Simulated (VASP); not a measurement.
Input of a VASP 6.6.1 run:

INCAR

```
PREC = Accurate ; ENCUT = 520
EDIFF = 1E-6 ; ISMEAR = 0
SIGMA = 0.05 ; LREAL = F
LASPH = T ; NELM = 60
ALGO = Normal ; ISIF = 2
LWAVE = F ; LCHARG = T
GGA = CA ; LELF = T
LVHAR = T ; NBANDS = 16
```

KPOINTS

```
Automatic mesh
0
Gamma
  12 12 4
```

POSCAR

```
BN
1.0
    2.3845927215      0.0000000000      0.0000000000
   -1.1922963607      2.0651178745      0.0000000000
    0.0000000000      0.0000000000      6.2244324354
B N
2 2
Direct
    0.3333333333      0.6666666667      0.2500000000
    0.6666666667      0.3333333333      0.7500000000
    0.3333333333      0.6666666667      0.7500000000
    0.6666666667      0.3333333333      0.2500000000
```

Potentials or basis: VASP PAW LDA potentials, release 64 (B, N).

Launch:

```console
$ cat potpaw_LDA.64/B/POTCAR potpaw_LDA.64/N/POTCAR > POTCAR
$ mpirun -np 1 vasp_std > vasp.out
```

Q: Estimate the band gap on the k mesh.

A: 4.15 eV, indirect (least direct gap 4.62 eV).

Q: Predict the pressure.

A: 41.9 GPa.

Stress tensor (GPa, compression positive):
```
62.00  0.00  0.00
 0.00 62.00  0.00
 0.00  0.00  1.69
```

 A k mesh can miss the band edges.
